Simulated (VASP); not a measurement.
The system is GaN.

```xyz
2
Lattice="0.0000 2.2384 2.2384 2.2384 0.0000 2.2384 2.2384 2.2384 0.0000" Properties=species:S:1:pos:R:3 pbc="T T T"
Ga    0.0000    0.0000    0.0000
N     1.1192    1.1192    1.1192
```

Base run:

* Program: VASP 6.6.1
* Functional: r2SCAN
* Dispersion: D3(BJ)
* Potentials or basis: VASP PAW PBE potentials, release 64 (Ga_d, N_h)
* Cutoff: 1460 eV
* k mesh: 10 × 10 × 10
* Occupations: fermi-dirac, width 0.05 eV
* Spin: no spin polarisation

Its results: band gap on the k mesh 2.25 eV; pressure 2.3 GPa.

Problem. The run is repeated on the same cell with these changes: functional from r2SCAN to BLYP; cutoff from 1460 eV to 1330 eV. What comes out?

Solution. Band gap on the k mesh 1.95 eV; pressure 7.9 GPa.

Caveats: the PAW data sets were made with another functional, which shifts forces and pressure a little; the cell stands under pressure (at least some runs).

